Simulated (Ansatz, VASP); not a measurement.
## HgTe: VASP beside Ansatz

```
CELL_PARAMETERS angstrom
0.00000 3.32480 3.32480
3.32480 0.00000 3.32480
3.32480 3.32480 0.00000
ATOMIC_POSITIONS crystal
Hg 0.00000 0.00000 0.00000
Te 0.75000 0.75000 0.75000
```

Alike in both runs: functional PBE; k mesh 12 × 12 × 12; occupations gaussian, width 0.1 eV; no spin polarisation.

Ansatz relaxed the structure, and its values are those at the end. VASP's run is a single point on that final structure, the one shown.

|  | VASP | Ansatz |
| --- | --- | --- |
| version | VASP 6.6.1 | Ansatz 0.2.0 |
| potentials or method | VASP PAW PBE potentials, release 64 (Hg, Te), cutoff 520 eV | scalar-relativistic, plane waves, PAW |
| valence electrons in the cell | 18 | 36 |

Ansatz gave:

```
gap on the k mesh at the Fermi level (eV) : none
pressure (GPa)                            : 0.0
```

Problem. What did VASP give for the same quantities?

Solution. gap on the k mesh at the Fermi level (eV): none; pressure (GPa): 0.1.

A gap of «none» marks a metal or a gap that the smearing closes. VASP's potentials hold 18 valence electrons a cell and Ansatz's 36, so a difference there can come from the potentials and not from the codes.

Neither program's run includes spin-orbit coupling.
